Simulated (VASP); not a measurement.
Write the native input for VASP 6.6.1 that does the following.

```yaml
Task: single point
Functional: PBEsol
Potentials_or_basis: VASP PAW PBE potentials, release 64 (Be)
Cutoff: 520 eV
k_mesh: 24 × 24 × 14
Occupations: gaussian, width 0.15 eV
Spin: no spin polarisation
Dipole_correction: no
Further_INCAR_settings: ALGO = Normal; EDIFF = 1e-07; NBANDS = 9
```

The structure of Be lies in POSCAR:

```
Be
1.0
    2.4144770842      0.0000000000      0.0000000000
   -1.2072385421      2.0909984917      0.0000000000
    0.0000000000      0.0000000000      3.5108775000
Be
2
Direct
    0.3333333333      0.6666666667      0.2500000000
    0.6666666667      0.3333333333      0.7500000000
```

This cell differs from its parent crystal: strain +0.050 along x and y, -0.025 along z.

The input as run:

INCAR

```
PREC = Accurate
ENCUT = 520
EDIFF = 1E-7
ISMEAR = 0
SIGMA = 0.15
LREAL = F
LASPH = T
NELM = 100
ALGO = Normal
ISIF = 2
LWAVE = F
LCHARG = F
GGA = PS
NBANDS = 9
```

KPOINTS

```
Automatic mesh
0
Gamma
  24 24 14
```

Potentials or basis: VASP PAW PBE potentials, release 64 (Be).

The run is started by

```bash
$ cat potpaw_PBE.64/Be/POTCAR > POTCAR
$ mpirun -np 1 vasp_std > vasp.out
```

Results of the run:

The pressure is -10.9 GPa and the band gap on the k mesh is zero (band 2 reaches 7.04 eV, above the bottom of band 3 at 4.67 eV).

Caveat: the cell differs from its parent crystal (strain +0.050 along x and y, -0.025 along z); the PAW data sets were made with another functional, which shifts forces and pressure a little.

It took 26 s on 1 thread of AMD EPYC 9R45 96-Core Processor (Zen 5) (shared host), peak memory 0.14 GiB.
